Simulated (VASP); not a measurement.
A run of VASP 6.6.1:

INCAR

```
SYSTEM = Hf7NO16
ALGO = Normal
EDIFF = 1E-7
ENCUT = 520
GGA = PE
ISIF = 2
ISMEAR = -1
ISPIN = 2
KPAR = 4
LASPH = .True.
LCHARG = .True.
LMAXMIX = 4
LORBIT = 11
LREAL = Auto
LVHAR = .True.
LWAVE = .False.
MAGMOM = 1 0 0 0 0 0 0 0 0 0 0 0 0 0 0 0 0 0 0 0 0 0 0 0
NBANDS = 108
NELM = 150
PREC = Accurate
SIGMA = 0.01
```

KPOINTS

```
k-points
0
Gamma
  3 3 3
  0 0 0
```

The input POSCAR:

```
Hf7NO16
1.0
   -0.8586630598      5.1857000000      5.2138671406
    4.2593369402      0.0000000000      5.2138671406
    5.1180000000      5.1857000000      0.0000000000
N Hf O
1 7 16
Direct
    1.0866029750      0.0680160028      0.0214105263
    0.4794258487      0.7315811707      0.5546917574
    0.0476572945      0.2609898121      0.4587384917
    0.5679855045      0.7135792696      0.9880560663
    0.5115052182      0.2849275118      0.4447750911
    0.0061045700      0.7622945795      0.9426237587
    0.4411448169      0.2764817273      0.0163087249
    0.9362589498      0.7768477520      0.5266791423
    0.3857349807      0.0909319658      0.3604727739
    0.8883047526      0.6077082808      0.8496678470
    0.8435867525      0.1544829821      0.4301209987
    0.3576113221      0.6659820258      0.8929281473
    0.1098129635      0.4274450141      0.1435491507
    0.5917433227      0.9191765735      0.6411070018
    0.6155430624      0.3541939893      0.1104423228
    0.1308104110      0.8608013642      0.6153139312
    0.2761144731      0.0408809041      0.0195395217
    0.8042595844      0.5669856181      0.5049415150
    0.0558568121      0.1076785136      0.8399294938
    0.5140096912      0.6400732086      0.3045104915
    0.1867343899      0.4677375903      0.4811248371
    0.6860618087      0.9599073280      0.9888328277
    0.4669339308      0.3812880488      0.7001902193
    1.0156375295      0.8878558337      0.1719646051
```

Potentials or basis: VASP PAW PBE potentials, release 64 (N, Hf_pv, O).

The run is started by

```bash
$ cat potpaw_PBE.64/N/POTCAR potpaw_PBE.64/Hf_pv/POTCAR potpaw_PBE.64/O/POTCAR > POTCAR
$ mpirun -np 4 vasp_std > vasp.out
```

Hardware: 4 MPI ranks on Intel(R) Xeon(R) Platinum 8259CL CPU @ 2.50GHz (Skylake/Cascade Lake), with other jobs on the host.

Task: Estimate the wall time of this run.

Result: It took 14 min on 4 MPI ranks on Intel(R) Xeon(R) Platinum 8259CL CPU @ 2.50GHz (Skylake/Cascade Lake) (shared host), peak memory 0.88 GiB a rank. Counts: scf iterations 20, k points 14.
